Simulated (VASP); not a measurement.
# Re2W (Pn-3m) in VASP: a series of runs

The runs below take Re2W through single point, with PBE.

All numbers are computed with VASP 6.6.1; they aren't measurements. Logs are shortened: lines on timing, memory, paths and dates and some standing lists are left out, and cuts for length are marked.

### Step 1. The cell of the first run

It takes space group Pn-3m (No. 224, cubic). Conventional cell: a = 5.326 Å, b = 5.326 Å, c = 5.326 Å, α = 90.00°, β = 90.00°, γ = 90.00°. Within 3.0 Å of Re (site symmetry -3m) lie 2 W at 2.31 Å. W (site symmetry -43m) has 4 Re at 2.31 Å within 3.0 Å.

The cell was built from a structure type or drawn by symmetry, and may not be a known phase.

### Step 2. Single point, PBE

The input, INCAR:

```
SYSTEM = Re2W
PREC = Accurate
ENCUT = 500
EDIFF = 1E-6
ISMEAR = 0
SIGMA = 0.1
LREAL = .FALSE.
LASPH = .TRUE.
NELM = 120
ALGO = Normal
ISIF = 2
LWAVE = .FALSE.
LCHARG = .FALSE.
GGA = PE
NBANDS = 53
GGA_COMPAT = .FALSE.
```

The input, KPOINTS:

```
Automatic mesh
0
G
  8 8 8
  0 0 0
```

The input, POSCAR:

```
Re2W
1.0
    5.3256522559      0.0000000000      0.0000000000
    0.0000000000      5.3256522559      0.0000000000
    0.0000000000      0.0000000000      5.3256522559
Re W
4 2
Direct
    0.2500000000      0.7500000000      0.2500000000
    0.7500000000      0.2500000000      0.2500000000
    0.2500000000      0.2500000000      0.7500000000
    0.7500000000      0.7500000000      0.7500000000
    0.0000000000      0.0000000000      0.0000000000
    0.5000000000      0.5000000000      0.5000000000
```

Potentials or basis: VASP PAW PBE potentials, release 64 (Re_sv_GW, W_sv).

Command:

```
$ cat potpaw_PBE.64/Re_sv_GW/POTCAR potpaw_PBE.64/W_sv/POTCAR > POTCAR
$ mpirun -np 1 vasp_std > vasp.out
```

OUTCAR:

```text
SYSTEM = Re2W
   PREC = Accurate
   ENCUT = 500
   EDIFF = 1E-6
   ISMEAR = 0
   LREAL = .FALSE.
   LASPH = .TRUE.
   NELM = 120
   ISIF = 2
   GGA = PE

 ion  position               nearest neighbor table
   1  0.250  0.750  0.250-   5 2.31   6 2.31
   2  0.750  0.250  0.250-   5 2.31   6 2.31
   3  0.250  0.250  0.750-   5 2.31   6 2.31
   4  0.750  0.750  0.750-   5 2.31   6 2.31
   5  0.000  0.000  0.000-   1 2.31   2 2.31   3 2.31   4 2.31
   6  0.500  0.500  0.500-   1 2.31   2 2.31   3 2.31   4 2.31

  LATTYP: Found a simple cubic cell.
 ALAT       =     5.3256522559

  Lattice vectors:

 A1 = (   5.3256522559,   0.0000000000,   0.0000000000)
 A2 = (   0.0000000000,   5.3256522559,   0.0000000000)
 A3 = (   0.0000000000,   0.0000000000,   5.3256522559)

Analysis of symmetry for initial positions (statically):
=====================================================================
 Subroutine PRICEL returns:
 Original cell was already a primitive cell.

 Routine SETGRP: Setting up the symmetry group for a
 simple cubic supercell.

 Subroutine GETGRP returns: Found 48 space group operations
 (whereof 24 operations were pure point group operations)
 out of a pool of 48 trial point group operations.

The static configuration has the point symmetry T_d .
 The point group associated with its full space group is O_h .

Analysis of symmetry for dynamics (positions and initial velocities):
=====================================================================
 Subroutine PRICEL returns:
 Original cell was already a primitive cell.

 Routine SETGRP: Setting up the symmetry group for a
 simple cubic supercell.

 Subroutine GETGRP returns: Found 48 space group operations
 (whereof 24 operations were pure point group operations)
 out of a pool of 48 trial point group operations.

The dynamic configuration has the point symmetry T_d .
 The point group associated with its full space group is O_h .

 Subroutine INISYM returns: Found 48 space group operations
 (whereof 24 operations are pure point group operations),
 and found     1 'primitive' translations

----------------------------------------------------------------------------------------

                                     Primitive cell

  volume of cell :     151.0492

  direct lattice vectors                    reciprocal lattice vectors
     5.325652256  0.000000000  0.000000000     0.187770427  0.000000000  0.000000000
     0.000000000  5.325652256  0.000000000     0.000000000  0.187770427  0.000000000
     0.000000000  0.000000000  5.325652256     0.000000000  0.000000000  0.187770427

  length of vectors
     5.325652256  5.325652256  5.325652256     0.187770427  0.187770427  0.187770427

  position of ions in fractional coordinates (direct lattice)
     0.250000000  0.750000000  0.250000000
     0.750000000  0.250000000  0.250000000
     0.250000000  0.250000000  0.750000000
     0.750000000  0.750000000  0.750000000
     0.000000000  0.000000000  0.000000000
     0.500000000  0.500000000  0.500000000

  ion indices of the primitive-cell ions
   primitive index   ion index
                 1           1
                 2           2
                 3           3
                 4           4
                 5           5
                 6           6

----------------------------------------------------------------------------------------

 KPOINTS: Automatic mesh

Automatic generation of k-mesh.
 Grid dimensions read from file:
 generate k-points for:    8    8    8

 Generating k-lattice:

  Cartesian coordinates                     Fractional coordinates (reciprocal lattice)
     0.023471303  0.000000000  0.000000000     0.125000000  0.000000000  0.000000000
     0.000000000  0.023471303  0.000000000     0.000000000  0.125000000  0.000000000
     0.000000000  0.000000000  0.023471303     0.000000000  0.000000000  0.125000000

  Length of vectors
     0.023471303  0.023471303  0.023471303

  Shift w.r.t. Gamma in fractional coordinates (k-lattice)
     0.000000000  0.000000000  0.000000000

 Subroutine IBZKPT returns following result:
 ===========================================

 Found     35 irreducible k-points:

 Following reciprocal coordinates:
            Coordinates               Weight
  0.000000  0.000000  0.000000      1.000000
  0.125000  0.000000  0.000000      6.000000
  0.250000  0.000000  0.000000      6.000000
  0.375000  0.000000  0.000000      6.000000
  0.500000  0.000000  0.000000      3.000000
  0.125000  0.125000  0.000000     12.000000
[... 16 lines left out ...]
  0.375000  0.375000  0.125000     24.000000
  0.500000  0.375000  0.125000     24.000000
 [... further k-points ...]
   k-points           NKPTS =     35   k-points in BZ     NKDIM =     35   number of bands    NBANDS=     53
   number of dos      NEDOS =    301   number of ions     NIONS =      6
   total plane-waves  NPLWV =  64000
   dimension x,y,z NGX =    40 NGY =   40 NGZ =   40
   dimension x,y,z NGXF=    80 NGYF=   80 NGZF=   80
   ions per type =               4   2
   NGX,Y,Z   is equivalent  to a cutoff of  12.49, 12.49, 12.49 a.u.
   NGXF,Y,Z  is equivalent  to a cutoff of  24.97, 24.97, 24.97 a.u.
 SYSTEM =  Re2W
   PREC   = accura    normal or accurate (medium, high low for compatibility)
   ISTART =      0    job   : 0-new  1-cont  2-samecut
   ICHARG =      2    charge: 1-file 2-atom 10-const
   ISPIN  =      1    spin polarized calculation?
   LNONCOLLINEAR =      F non collinear calculations
   LSORBIT =      F    spin-orbit coupling
   LASPH  =      T    aspherical Exc in radial PAW
   ENCUT  =  500.0 eV  36.75 Ry    6.06 a.u.   9.71  9.71  9.71*2*pi/ulx,y,z
   NELM   =    120;   NELMIN=  2; NELMDL= -5     # of ELM steps
   EDIFF  = 0.1E-05   stopping-criterion for ELM
   LREAL  =      F    real-space projection
   EDIFFG = 0.1E-04   stopping-criterion for IOM
   NSW    =      0    number of steps for IOM
   IBRION =     -1    ionic relax: 0-MD 1-quasi-New 2-CG
   NFREE  =      0    steps in history (QN), initial steepest desc. (CG)
   ISIF   =      2    stress and relaxation
   ISYM   =      2    0-nonsym 1-usesym 2-fastsym
   POTIM  = 0.5000    time-step for ionic-motion
   TEBEG  =    0.0;   TEEND  =   0.0 temperature during run
   PSTRESS=    0.0 pullay stress
   NELECT =      88.0000    total number of electrons
   NUPDOWN=      -1.0000    fix difference up-down
   EMIN   =  10.00;   EMAX   =-10.00  energy-range for DOS
   EFERMI =   0.00;   METHOD = LEGACY
   ISMEAR =     0;   SIGMA  =   0.10  broadening in eV -4-tet -1-fermi 0-gaus
   EFERMI_NEDOS =   21; number of points for ismear=-14 and -15
   IALGO  =     38    algorithm
   IMIX   =      4    mixing-type and parameters
     AMIX     =   0.40;   BMIX     =  1.00
     AMIX_MAG =   1.60;   BMIX_MAG =  1.00
  volume/ion in A,a.u.               =      25.17       169.89
  Fermi-wavevector in a.u.,A,eV,Ry     =   1.367297  2.583817 25.436113  1.869502
  Thomas-Fermi vector in A             =   2.493362
   LORBIT       =      0    0 simple, 1 ext, 2 COOP (PROOUT), +10 PAW based schemes
   GGA     = PE    functional components
   LHFCALC =     F    Hartree Fock is set to
   AEXX    =    0.0000 exact exchange contribution
   IVDW    =     0    specifies the selected vdW correction
   LEPSILON=     F    determine dielectric tensor
   LRPA    =     F    only Hartree local field effects (RPA)
 non-spin polarized calculation
 Gauss-broadening in eV      SIGMA  =   0.10
  energy-cutoff  :      500.00
  volume of cell :      151.05
 maximum number of plane-waves:      3887
 NGX is ok and might be reduce to    40
   NGX = 19   NGY = 19   NGZ = 19

 number of electron      88.0000015 magnetization

 Free energy of the ion-electron system (eV)
  ---------------------------------------------------
  ext. energy  EPLUGINS =         0.00000000
  ---------------------------------------------------
  free energy    TOTEN  =       -59.36438347 eV

  energy without entropy =      -59.32398272  energy(sigma->0) =      -59.34418309

 E-fermi :   5.6507     XC(G=0): -10.7816

 val. band max:        5.6469674064   @ k =   0.1250   0.1250   0.1250
 cond. band min:       5.6545909706   @ k =   0.3750   0.2500   0.1250
 fundamental gap:      0.0076235641
 Fermi energy:         5.6506880446

 k-point     1 :       0.0000    0.0000    0.0000
  band No.  band energies     occupation
      1     -74.1487      2.00000
      2     -74.1397      2.00000
      3     -74.1397      2.00000
      4     -74.1397      2.00000
      5     -68.1830      2.00000
      6     -68.1659      2.00000
[... 45 lines left out ...]
     52       7.4767      0.00000
     53       7.4767      0.00000

 k-point     2 :       0.1250    0.0000    0.0000
  band No.  band energies     occupation
      1     -74.1483      2.00000
      2     -74.1399      2.00000
      3     -74.1395      2.00000
      4     -74.1395      2.00000
      5     -68.1823      2.00000
      6     -68.1665      2.00000
[... 45 lines left out ...]
     52       7.2155      0.00000
     53       7.4121      0.00000

 k-point     3 :       0.2500    0.0000    0.0000
  band No.  band energies     occupation
      1     -74.1473      2.00000
      2     -74.1409      2.00000
      3     -74.1396      2.00000
      4     -74.1396      2.00000
      5     -68.1805      2.00000
      6     -68.1684      2.00000
[... 45 lines left out ...]
     52       6.9969      0.00000
     53       7.2939      0.00000
[... 1065 lines left out ...]
 k-point    23 :       0.3750    0.3750    0.1250
  band No.  band energies     occupation
      1     -74.1454      2.00000
      2     -74.1424      2.00000
      3     -74.1397      2.00000
      4     -74.1397      2.00000
      5     -68.1775      2.00000
      6     -68.1714      2.00000
[... 45 lines left out ...]
     52       7.2541      0.00000
     53       7.8484      0.00000

 k-point    24 :       0.5000    0.3750    0.1250
  band No.  band energies     occupation
      1     -74.1454      2.00000
      2     -74.1425      2.00000
      3     -74.1398      2.00000
      4     -74.1397      2.00000
      5     -68.1775      2.00000
      6     -68.1714      2.00000
[... 45 lines left out ...]
     52       7.4062      0.00000
     53       7.4524      0.00000

 [... further k-points ...]

------------------------ aborting loop because EDIFF is reached ----------------------------------------

  FORCE on cell =-STRESS in cart. coord.  units (eV):
  Direction    XX          YY          ZZ          XY          YZ          ZX
  --------------------------------------------------------------------------------------
  -------------------------------------------------------------------------------------
  Total       -0.1404306     -0.1404306     -0.1404306     -0.0000000     -0.0000000      0.0000000
  in kB       -1.4895455     -1.4895455     -1.4895455     -0.0000000     -0.0000000      0.0000000
  external PRESSURE =      -1.4895455 kB  Pullay stress =       0.0000000 kB

 VOLUME and BASIS-vectors are now :
 -----------------------------------------------------------------------------
  energy-cutoff  :      500.00
  volume of cell :      151.05
      direct lattice vectors                 reciprocal lattice vectors
     5.325652256  0.000000000  0.000000000     0.187770427  0.000000000  0.000000000
     0.000000000  5.325652256  0.000000000     0.000000000  0.187770427  0.000000000
     0.000000000  0.000000000  5.325652256     0.000000000  0.000000000  0.187770427

 POSITION                                       TOTAL-FORCE (eV/Angst)
 -----------------------------------------------------------------------------------
      1.33141      3.99424      1.33141         0.000000      0.000000      0.000000
      3.99424      1.33141      1.33141        -0.000000     -0.000000     -0.000000
      1.33141      1.33141      3.99424        -0.000000     -0.000000     -0.000000
      3.99424      3.99424      3.99424        -0.000000      0.000000      0.000000
      0.00000      0.00000      0.00000         0.000000     -0.000000      0.000000
      2.66283      2.66283      2.66283         0.000000     -0.000000      0.000000
 -----------------------------------------------------------------------------------
    total drift:                                0.000000      0.000000      0.000000

  FREE ENERGIE OF THE ION-ELECTRON SYSTEM (eV)
  ---------------------------------------------------
  free  energy   TOTEN  =       -59.3643834671 eV

  energy  without entropy=      -59.3239827213  energy(sigma->0) =      -59.34418309
```

Wall time 6.8 min (1 thread of AMD EPYC 7R43 (Zen 3), shared host); peak memory 0.34 GiB.

Results:

```
Free energy            : -59.3644 eV
Pressure               : -0.1 GPa
Band gap on the k mesh : zero (bands 44 and 45 overlap by 0.83 eV)
```

Levels at points of the mesh, in eV from the Fermi level:
| k point | band 40 | band 41 | band 42 | band 43 | band 44 | band 45 | band 46 | band 47 | band 48 | band 49 |
| --- | --- | --- | --- | --- | --- | --- | --- | --- | --- | --- |
| (0.00, 0.00, 0.00) | -0.55 | -0.55 | -0.37 | -0.08 | -0.08 | -0.08 | 0.05 | 0.05 | 0.05 | 0.90 |
| (0.50, 0.00, 0.00) | -0.74 | -0.21 | -0.21 | -0.18 | -0.18 | 0.30 | 0.30 | 1.09 | 1.09 | 1.52 |
| (0.50, 0.50, 0.00) | -1.06 | -0.96 | -0.96 | -0.50 | -0.50 | 0.04 | 0.04 | 0.24 | 0.24 | 1.45 |
| (0.50, 0.50, 0.50) | -0.93 | -0.78 | -0.78 | -0.78 | -0.61 | -0.61 | 0.09 | 0.09 | 0.09 | 0.76 |

Caveat: spin-orbit coupling is left out, which moves the levels of the heavy elements.

### Step 3. Single point, PBE, collinear spin

The input, INCAR:

```
PREC = Accurate ; ENCUT = 500
EDIFF = 1E-6 ; ISMEAR = 0
SIGMA = 0.1 ; LREAL = False
LASPH = True ; NELM = 200
ALGO = Normal ; ISIF = 2
LWAVE = False ; LCHARG = False
ISPIN = 2 ; MAGMOM = 1 1 1 1 0 0
LORBIT = 11 ; LMAXMIX = 4
GGA = PE ; NBANDS = 57
GGA_COMPAT = False
```

The input, KPOINTS:

```
Automatic mesh
0
Gamma
  4 4 4
```

Edit POSCAR of step 2 so:

```diff
@@ -2,5 +2,5 @@
 1.0
-    5.3256522559      0.0000000000      0.0000000000
-    0.0000000000      5.3256522559      0.0000000000
-    0.0000000000      0.0000000000      5.3256522559
+    5.3236559972      0.0000000000      0.0000000000
+    0.0000000000      5.3236559972      0.0000000000
+    0.0000000000      0.0000000000      5.3236559972
 Re W
```

Potentials or basis: VASP PAW PBE potentials, release 64 (Re_sv_GW, W_sv).

Command:

```
$ cat potpaw_PBE.64/Re_sv_GW/POTCAR potpaw_PBE.64/W_sv/POTCAR > POTCAR
$ mpirun -np 1 vasp_std > vasp.out
```

It took 1.7 min on 1 thread of Intel Xeon 6975P-C (Granite Rapids), shared host; peak memory 0.35 GiB.

Results (log left out):

| Quantity | Value |
| --- | --- |
| Free energy | -59.3549 eV |
| Pressure | 0.0 GPa |
| Band gap on the k mesh | zero (filled and empty bands overlap) |
| Net moment | 0.00 μB per cell |
| Valence electrons inside the program's atomic spheres | Re 14.24; W 12.54 |

Levels at points of the mesh, in eV from the Fermi level:
Spin up:
| k point | band 40 | band 41 | band 42 | band 43 | band 44 | band 45 | band 46 | band 47 | band 48 | band 49 |
| --- | --- | --- | --- | --- | --- | --- | --- | --- | --- | --- |
| (0.00, 0.00, 0.00) | -0.54 | -0.54 | -0.38 | -0.07 | -0.07 | -0.07 | 0.04 | 0.04 | 0.04 | 0.92 |
| (0.50, 0.00, 0.00) | -0.74 | -0.20 | -0.20 | -0.18 | -0.18 | 0.31 | 0.31 | 1.09 | 1.09 | 1.53 |
| (0.50, 0.50, 0.00) | -1.06 | -0.95 | -0.95 | -0.50 | -0.50 | 0.05 | 0.05 | 0.25 | 0.25 | 1.46 |
| (0.50, 0.50, 0.50) | -0.92 | -0.77 | -0.77 | -0.77 | -0.63 | -0.63 | 0.10 | 0.10 | 0.10 | 0.78 |
Spin down:
| k point | band 41 | band 42 | band 43 | band 44 | band 45 | band 46 | band 47 | band 48 |
| --- | --- | --- | --- | --- | --- | --- | --- | --- |
| (0.00, 0.00, 0.00) | -0.54 | -0.38 | -0.07 | -0.07 | -0.07 | 0.04 | 0.04 | 0.04 |
| (0.50, 0.00, 0.00) | -0.20 | -0.20 | -0.18 | -0.18 | 0.31 | 0.31 | 1.09 | 1.09 |
| (0.50, 0.50, 0.00) | -0.95 | -0.95 | -0.50 | -0.50 | 0.05 | 0.05 | 0.25 | 0.25 |
| (0.50, 0.50, 0.50) | -0.77 | -0.77 | -0.77 | -0.63 | -0.63 | 0.10 | 0.10 | 0.10 |

Caveat: spin-orbit coupling is left out, which moves the levels of the heavy elements.
